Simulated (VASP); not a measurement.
Wanted: the native input for a VASP 6.6.1 run.

```yaml
Task: single point
Functional: PBE-based global hybrid with 40 % exact exchange
Potentials_or_basis: VASP PAW PBE potentials, release 64 (C, Mg_sv)
Cutoff: 620 eV
k_mesh: 4 × 4 × 4
Occupations: gaussian, width 0.01 eV
Spin: no spin polarisation
Dipole_correction: no
Grid_for_exact_exchange_PRECFOCK: Normal
Share_of_exact_exchange: 0.4
Further_INCAR_settings: ALGO = Normal; EDIFF = 1e-06; NBANDS = 19
```

Crystal: Mg2C.

```
C Mg
1.0
     0.00000    2.71094    2.71094
     2.71094    0.00000    2.71094
     2.71094    2.71094    0.00000
C Mg
1 2
Direct
  0.00000 0.00000 0.00000
  0.25000 0.25000 0.25000
  0.75000 0.75000 0.75000
```

These files were run (other wordings do the same):

POSCAR

```
Mg2C
1.0
    0.0000000000      2.7109426181      2.7109426181
    2.7109426181      0.0000000000      2.7109426181
    2.7109426181      2.7109426181      0.0000000000
C Mg
1 2
Direct
    0.0000000000      0.0000000000      0.0000000000
    0.2500000000      0.2500000000      0.2500000000
    0.7500000000      0.7500000000      0.7500000000
```

INCAR.step1

```
SYSTEM = Mg2C
PREC = Accurate ; ENCUT = 620
EDIFF = 1E-5 ; ISMEAR = 0
SIGMA = 0.01 ; LREAL = .FALSE.
LASPH = .TRUE. ; NELM = 120
ALGO = Normal ; ISIF = 2
LWAVE = .TRUE. ; GGA = PE
NBANDS = 19 ; GGA_COMPAT = .FALSE.
```

INCAR.step2

```
SYSTEM = Mg2C
PREC = Accurate ; ENCUT = 620
EDIFF = 1E-6 ; ISMEAR = 0
SIGMA = 0.01 ; LREAL = .FALSE.
LASPH = .TRUE. ; NELM = 120
ALGO = Normal ; ISIF = 2
LWAVE = .FALSE. ; LCHARG = .TRUE.
GGA = PE ; LHFCALC = .TRUE.
AEXX = 0.4 ; PRECFOCK = Normal
LELF = .TRUE. ; LVHAR = .TRUE.
ISTART = 1 ; NBANDS = 19
GGA_COMPAT = .FALSE.
```

KPOINTS

```
Automatic mesh
0
G
  4 4 4
  0 0 0
```

Potentials or basis: VASP PAW PBE potentials, release 64 (C, Mg_sv).

Run with:

```bash
$ cat potpaw_PBE.64/C/POTCAR potpaw_PBE.64/Mg_sv/POTCAR > POTCAR
$ cp INCAR.step1 INCAR
$ mpirun -np 1 vasp_std > vasp.out
$ cp INCAR.step2 INCAR
$ mpirun -np 1 vasp_std > vasp.out
```

Results of the run:

```
Pressure               : -2.2 GPa
Band gap on the k mesh : 3.00 eV (least direct gap 4.08 eV)
```

Caveat: the k points lie up to 0.50 Å⁻¹ apart; the structure was generated, so it needn't be the stable form of Mg2C; the PAW data sets were made with another functional, which shifts forces and pressure a little.

Run time: 3.9 min on 1 thread of Intel(R) Xeon(R) 6975P-C (Granite Rapids), on a shared host, peak memory 0.18 GiB.
